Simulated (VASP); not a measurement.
# Sr2NbO2 (I4/mmm) in VASP: relaxation of cell and atoms with PBE

Aim: the relaxation of cell and atoms of Sr2NbO2 with PBE.

All numbers are computed with VASP 6.6.1; they aren't measurements. Logs are shortened: lines on timing, memory, paths and dates and some standing lists are left out, and cuts for length are marked.

### Step 1. The cell of the first run

Symmetry: I4/mmm, No. 139, tetragonal system. The conventional cell has a = 4.409 Å, b = 4.409 Å, c = 10.024 Å, α = 90.00°, β = 90.00°, γ = 90.00°. Within 3.3 Å of Sr (site symmetry -4m2) lie 2 O at 2.51 Å and 4 Sr at 3.12 Å. Within 2.9 Å of Nb (site symmetry 4/mmm) lie 4 O at 2.20 Å. Within 2.9 Å of O (site symmetry mmm) lie 2 Nb at 2.20 Å and 2 Sr at 2.51 Å.

### Step 2. Relaxation of cell and atoms, PBE

INCAR

```
PREC = Accurate ; ENCUT = 600
EDIFF = 1E-6 ; ISMEAR = 0
SIGMA = 0.1 ; LREAL = F
LASPH = T ; NELM = 60
ALGO = Normal ; ISIF = 3
LWAVE = F ; LCHARG = F
GGA = PE ; IBRION = 2
NSW = 100 ; EDIFFG = -0.01
```

KPOINTS

```
regular mesh
0
Gamma
  12 12 12
```

POSCAR

```
Sr2NbO2
1.0
   -2.2047224781      2.2047224781      5.0118200322
    2.2047224781     -2.2047224781      5.0118200322
    2.2047224781      2.2047224781     -5.0118200322
Sr Nb O
2 1 2
Direct
    0.7500000000      0.2500000000      0.5000000000
    0.2500000000      0.7500000000      0.5000000000
    0.0000000000      0.0000000000      0.0000000000
    0.5000000000      0.0000000000      0.5000000000
    0.0000000000      0.5000000000      0.5000000000
```

Potentials or basis: VASP PAW PBE potentials, release 64 (Sr_sv, Nb_sv, O).

Run with:

```console
$ cat potpaw_PBE.64/Sr_sv/POTCAR potpaw_PBE.64/Nb_sv/POTCAR potpaw_PBE.64/O/POTCAR > POTCAR
$ mpirun -np 1 vasp_std > vasp.out
```

OUTCAR:

```text
PREC = Accurate
   ENCUT = 600
   EDIFF = 1E-6
   ISMEAR = 0
   LREAL = F
   LASPH = T
   NELM = 60
   ISIF = 3
   GGA = PE
   IBRION = 2
   NSW = 100
   EDIFFG = -0.01

 ion  position               nearest neighbor table
   1  0.750  0.250  0.500-   4 2.51   5 2.51   2 3.12   2 3.12   2 3.12   2 3.12   3 3.34   3 3.34
                             3 3.34   3 3.34   2 5.01   2 5.01
   2  0.250  0.750  0.500-   4 2.51   5 2.51   1 3.12   1 3.12   1 3.12   1 3.12   3 3.34   3 3.34
                             3 3.34   3 3.34   1 5.01   1 5.01
   3  0.000  0.000  0.000-   4 2.20   5 2.20   5 2.20   4 2.20   1 3.34   2 3.34   1 3.34   2 3.34
                             1 3.34   1 3.34   2 3.34   2 3.34
   4  0.500  0.000  0.500-   3 2.20   3 2.20   1 2.51   2 2.51
   5  0.000  0.500  0.500-   3 2.20   3 2.20   1 2.51   2 2.51

  LATTYP: Found a body centered tetragonal cell.
 ALAT       =     4.4094449562
 C/A-ratio  =     2.2732203631

  Lattice vectors:

 A1 = (  -2.2047224781,   2.2047224781,   5.0118200322)
 A2 = (   2.2047224781,  -2.2047224781,   5.0118200322)
 A3 = (   2.2047224781,   2.2047224781,  -5.0118200322)

Analysis of symmetry for initial positions (statically):
=====================================================================
 Subroutine PRICEL returns:
 Original cell was already a primitive cell.

 Routine SETGRP: Setting up the symmetry group for a
 body centered tetragonal supercell.

 Subroutine GETGRP returns: Found 16 space group operations
 (whereof 16 operations were pure point group operations)
 out of a pool of 16 trial point group operations.

The static configuration has the point symmetry D_4h.

Analysis of symmetry for dynamics (positions and initial velocities):
=====================================================================
 Subroutine PRICEL returns:
 Original cell was already a primitive cell.

 Routine SETGRP: Setting up the symmetry group for a
 body centered tetragonal supercell.

 Subroutine GETGRP returns: Found 16 space group operations
 (whereof 16 operations were pure point group operations)
 out of a pool of 16 trial point group operations.

The dynamic configuration has the point symmetry D_4h.

 Subroutine INISYM returns: Found 16 space group operations
 (whereof 16 operations are pure point group operations),
 and found     1 'primitive' translations

----------------------------------------------------------------------------------------

                                     Primitive cell

  volume of cell :      97.4458

  direct lattice vectors                    reciprocal lattice vectors
    -2.204722478  2.204722478  5.011820032     0.000000000  0.226785913  0.099764157
     2.204722478 -2.204722478  5.011820032     0.226785913  0.000000000  0.099764157
     2.204722478  2.204722478 -5.011820032     0.226785913  0.226785913  0.000000000

  length of vectors
     5.902536950  5.902536950  5.902536950     0.247759434  0.247759434  0.320723714

  position of ions in fractional coordinates (direct lattice)
     0.750000000  0.250000000  0.500000000
     0.250000000  0.750000000  0.500000000
     0.000000000  0.000000000  0.000000000
     0.500000000  0.000000000  0.500000000
     0.000000000  0.500000000  0.500000000

  ion indices of the primitive-cell ions
   primitive index   ion index
                 1           1
                 2           2
                 3           3
                 4           4
                 5           5

----------------------------------------------------------------------------------------

 KPOINTS: regular mesh

Automatic generation of k-mesh.
 Grid dimensions read from file:
 generate k-points for:   12   12   12

 Generating k-lattice:

  Cartesian coordinates                     Fractional coordinates (reciprocal lattice)
     0.000000000  0.018898826  0.008313680     0.083333333  0.000000000 -0.000000000
     0.018898826  0.000000000  0.008313680     0.000000000  0.083333333 -0.000000000
     0.018898826  0.018898826  0.000000000     0.000000000  0.000000000  0.083333333

  Length of vectors
     0.020646620  0.020646620  0.026726976

  Shift w.r.t. Gamma in fractional coordinates (k-lattice)
     0.000000000  0.000000000  0.000000000

 Subroutine IBZKPT returns following result:
 ===========================================

 Found    163 irreducible k-points:

 Following reciprocal coordinates:
            Coordinates               Weight
  0.000000  0.000000  0.000000      1.000000
  0.083333 -0.000000  0.000000      8.000000
  0.166667  0.000000  0.000000      8.000000
  0.250000 -0.000000  0.000000      8.000000
  0.333333 -0.000000  0.000000      8.000000
  0.416667 -0.000000  0.000000      8.000000
[... 16 lines left out ...]
  0.500000  0.166667  0.000000     16.000000
 -0.416667  0.166667 -0.000000     16.000000
 [... further k-points ...]
   k-points           NKPTS =    163   k-points in BZ     NKDIM =    163   number of bands    NBANDS=     27
   number of dos      NEDOS =    301   number of ions     NIONS =      5
   total plane-waves  NPLWV = 110592
   dimension x,y,z NGX =    48 NGY =   48 NGZ =   48
   dimension x,y,z NGXF=    96 NGYF=   96 NGZF=   96
   ions per type =               2   1   2
   NGX,Y,Z   is equivalent  to a cutoff of  13.52, 13.52, 13.52 a.u.
   NGXF,Y,Z  is equivalent  to a cutoff of  27.04, 27.04, 27.04 a.u.
 SYSTEM =  unknown system
   PREC   = accura    normal or accurate (medium, high low for compatibility)
   ISTART =      0    job   : 0-new  1-cont  2-samecut
   ICHARG =      2    charge: 1-file 2-atom 10-const
   ISPIN  =      1    spin polarized calculation?
   LNONCOLLINEAR =      F non collinear calculations
   LSORBIT =      F    spin-orbit coupling
   LASPH  =      T    aspherical Exc in radial PAW
   ENCUT  =  600.0 eV  44.10 Ry    6.64 a.u.  11.79 11.79 11.79*2*pi/ulx,y,z
   NELM   =     60;   NELMIN=  2; NELMDL= -5     # of ELM steps
   EDIFF  = 0.1E-05   stopping-criterion for ELM
   LREAL  =      F    real-space projection
   EDIFFG = -.1E-01   stopping-criterion for IOM
   NSW    =    100    number of steps for IOM
   IBRION =      2    ionic relax: 0-MD 1-quasi-New 2-CG
   NFREE  =      1    steps in history (QN), initial steepest desc. (CG)
   ISIF   =      3    stress and relaxation
   ISYM   =      2    0-nonsym 1-usesym 2-fastsym
   POTIM  = 0.5000    time-step for ionic-motion
   TEBEG  =    0.0;   TEEND  =   0.0 temperature during run
   PSTRESS=    0.0 pullay stress
   NELECT =      45.0000    total number of electrons
   NUPDOWN=      -1.0000    fix difference up-down
   EMIN   =  10.00;   EMAX   =-10.00  energy-range for DOS
   EFERMI =   0.00;   METHOD = LEGACY
   ISMEAR =     0;   SIGMA  =   0.10  broadening in eV -4-tet -1-fermi 0-gaus
   EFERMI_NEDOS =   21; number of points for ismear=-14 and -15
   IALGO  =     38    algorithm
   IMIX   =      4    mixing-type and parameters
     AMIX     =   0.40;   BMIX     =  1.00
     AMIX_MAG =   1.60;   BMIX_MAG =  1.00
  volume/ion in A,a.u.               =      19.49       131.52
  Fermi-wavevector in a.u.,A,eV,Ry     =   1.265390  2.391241 21.785826  1.601213
  Thomas-Fermi vector in A             =   2.398646
   LORBIT       =      0    0 simple, 1 ext, 2 COOP (PROOUT), +10 PAW based schemes
   GGA     = PE    functional components
   LHFCALC =     F    Hartree Fock is set to
   AEXX    =    0.0000 exact exchange contribution
   IVDW    =     0    specifies the selected vdW correction
   LEPSILON=     F    determine dielectric tensor
   LRPA    =     F    only Hartree local field effects (RPA)
 conjugate gradient relaxation of ions
 non-spin polarized calculation
 Gauss-broadening in eV      SIGMA  =   0.10
  energy-cutoff  :      600.00
  volume of cell :       97.45
 maximum number of plane-waves:      3284
   NGX = 23   NGY = 23   NGZ = 23

--------------------------------------- Ionic step        1  -------------------------------------------

 number of electron      45.0000001 magnetization

 Free energy of the ion-electron system (eV)
  ---------------------------------------------------
  ext. energy  EPLUGINS =         0.00000000
  ---------------------------------------------------
  free energy    TOTEN  =       -28.91819738 eV

  energy without entropy =      -28.90310143  energy(sigma->0) =      -28.91064940

------------------------ aborting loop because EDIFF is reached ----------------------------------------

  FORCE on cell =-STRESS in cart. coord.  units (eV):
  Direction    XX          YY          ZZ          XY          YZ          ZX
  --------------------------------------------------------------------------------------
  -------------------------------------------------------------------------------------
  Total       -0.2097755     -0.2097755     -0.0877788      0.0000000      0.0000000      0.0000000
  in kB       -3.4490695     -3.4490695     -1.4432346      0.0000000      0.0000000      0.0000000
  external PRESSURE =      -2.7804578 kB  Pullay stress =       0.0000000 kB

 VOLUME and BASIS-vectors are now :
 -----------------------------------------------------------------------------
  energy-cutoff  :      600.00
  volume of cell :       97.45
      direct lattice vectors                 reciprocal lattice vectors
    -2.204722478  2.204722478  5.011820032     0.000000000  0.226785913  0.099764157
     2.204722478 -2.204722478  5.011820032     0.226785913  0.000000000  0.099764157
     2.204722478  2.204722478 -5.011820032     0.226785913  0.226785913  0.000000000
[... 196 lines left out ...]
 POSITION                                       TOTAL-FORCE (eV/Angst)
 -----------------------------------------------------------------------------------
      0.00000      2.20110      2.50419         0.000000      0.000000      0.000000
      2.20110      0.00000      2.50419        -0.000000     -0.000000     -0.000000
      0.00000      0.00000      0.00000         0.000000     -0.000000     -0.000000
      0.00000      2.20110      0.00000         0.000000     -0.000000      0.000000
      2.20110      0.00000      0.00000         0.000000     -0.000000     -0.000000
 -----------------------------------------------------------------------------------
    total drift:                               -0.000000     -0.000000      0.000000

  FREE ENERGIE OF THE ION-ELECTRON SYSTEM (eV)
  ---------------------------------------------------
  free  energy   TOTEN  =       -28.9185837654 eV

  energy  without entropy=      -28.9037163065  energy(sigma->0) =      -28.91115004

--------------------------------------- Ionic step        7  -------------------------------------------

 number of electron      45.0000001 magnetization

 Free energy of the ion-electron system (eV)
  ---------------------------------------------------
  ext. energy  EPLUGINS =         0.00000000
  ---------------------------------------------------
  free energy    TOTEN  =       -28.91861233 eV

  energy without entropy =      -28.90374035  energy(sigma->0) =      -28.91117634

 E-fermi :   5.1700     XC(G=0):  -9.9883

 val. band max:        5.1599261322   @ k =   0.1667   0.0833   0.0000
 cond. band min:       5.1740464053   @ k =   0.2500   0.0833   0.0833
 fundamental gap:      0.0141202731
 Fermi energy:         5.1699970427

 k-point     1 :       0.0000    0.0000    0.0000
  band No.  band energies     occupation
      1     -50.4830      2.00000
      2     -30.5832      2.00000
      3     -30.1685      2.00000
      4     -26.6809      2.00000
      5     -26.6809      2.00000
      6     -26.2348      2.00000
[... 19 lines left out ...]
     26       6.6920      0.00000
     27       6.7965      0.00000
[... 667 lines left out ...]
      5     -26.6923      2.00000
      6     -26.2309      2.00000
[... 19 lines left out ...]
     26       6.9194      0.00000
     27       7.3774      0.00000

 [... further k-points ...]
[... 5 lines left out ...]
  --------------------------------------------------------------------------------------
  -------------------------------------------------------------------------------------
  Total       -0.0079999     -0.0079999      0.0004228      0.0000000      0.0000000      0.0000000
  in kB       -0.1320430     -0.1320430      0.0069778      0.0000000      0.0000000      0.0000000
  external PRESSURE =      -0.0857027 kB  Pullay stress =       0.0000000 kB

 VOLUME and BASIS-vectors are now :
 -----------------------------------------------------------------------------
  energy-cutoff  :      600.00
  volume of cell :       97.07
      direct lattice vectors                 reciprocal lattice vectors
    -2.200557180  2.200557180  5.011332427     0.000000000  0.227215182  0.099773864
     2.200557180 -2.200557180  5.011332427     0.227215182  0.000000000  0.099773864
     2.200557180  2.200557180 -5.011332427     0.227215182  0.227215182  0.000000000

 POSITION                                       TOTAL-FORCE (eV/Angst)
 -----------------------------------------------------------------------------------
      0.00000      2.20056      2.50567        -0.000000     -0.000000     -0.000000
      2.20056      0.00000      2.50567         0.000000      0.000000     -0.000000
      0.00000      4.40111      0.00000         0.000000      0.000000      0.000000
      0.00000      2.20056      0.00000         0.000000      0.000000      0.000000
      0.00000      2.20056      5.01133         0.000000      0.000000      0.000000
 -----------------------------------------------------------------------------------
    total drift:                               -0.000000      0.000000      0.000000

  FREE ENERGIE OF THE ION-ELECTRON SYSTEM (eV)
  ---------------------------------------------------
  free  energy   TOTEN  =       -28.9186123291 eV

  energy  without entropy=      -28.9037403515  energy(sigma->0) =      -28.91117634

 reached required accuracy - stopping structural energy minimisation
```

Wall time 30 min (1 thread of Intel Xeon Platinum 8488C (Sapphire Rapids), shared host); peak memory 0.72 GiB.

Results:

| Property | Result |
| --- | --- |
| Free energy | -28.9186 eV |
| Relaxed volume | 19.41 Å³/atom |
| Relaxed cell | a = 5.899 Å, b = 5.899 Å, c = 5.899 Å, α = 136.19°, β = 136.19°, γ = 63.68° |
| Space group after relaxing (to 0.05 Å) | I4/mmm (No. 139) |
| Energy gained by relaxing | 0.1 meV/atom |
| Ionic steps | 7 |
| Pressure after relaxing | 0.0 GPa |

Step by step:
| step | energy change (eV) | largest force (eV/Å) | pressure (GPa) | volume (Å³) |
| --- | --- | --- | --- | --- |
| 1 | 0.0000 | 0.0000 | -0.28 | 97.45 |
| 2 | -0.0004 | 0.0000 | 0.08 | 96.97 |
| 3 | -0.0004 | 0.0000 | 0.05 | 97.05 |
| 4 | -0.0004 | 0.0000 | 0.01 | 97.08 |
| 5 | -0.0004 | 0.0000 | -0.01 | 97.07 |
| 6 | -0.0004 | 0.0000 | 0.00 | 97.06 |
| 7 | -0.0004 | 0.0000 | -0.01 | 97.07 |

Final structure:
```xyz
5
Lattice="-2.2006 2.2006 5.0113 2.2006 -2.2006 5.0113 2.2006 2.2006 -5.0113" Properties=species:S:1:pos:R:3 pbc="T T T"
Sr    0.0000    2.2006    2.5057
Sr    2.2006    0.0000    2.5057
Nb    0.0000    4.4011    0.0000
O     0.0000    2.2006    0.0000
O     0.0000    2.2006    5.0113
```

Levels at points of the mesh, in eV from the Fermi level:
| k point | band 19 | band 20 | band 21 | band 22 | band 23 | band 24 | band 25 | band 26 |
| --- | --- | --- | --- | --- | --- | --- | --- | --- |
| (0.00, 0.00, 0.00) | -3.06 | -3.03 | -3.03 | -1.36 | -0.39 | -0.22 | -0.22 | 1.52 |
| (0.50, 0.00, 0.00) | -4.02 | -3.75 | -1.52 | -0.55 | 0.33 | 0.91 | 1.56 | 2.02 |
| (0.50, 0.50, 0.00) | -3.95 | -2.44 | -1.20 | 0.20 | 0.40 | 0.79 | 1.23 | 2.47 |
| (0.50, 0.50, 0.50) | -3.10 | -3.10 | -2.37 | -1.78 | -1.08 | -1.08 | 0.13 | 0.78 |

Caveat: an odd number of electrons without spin polarisation forces a metal; a magnetic or distorted state may lie lower.
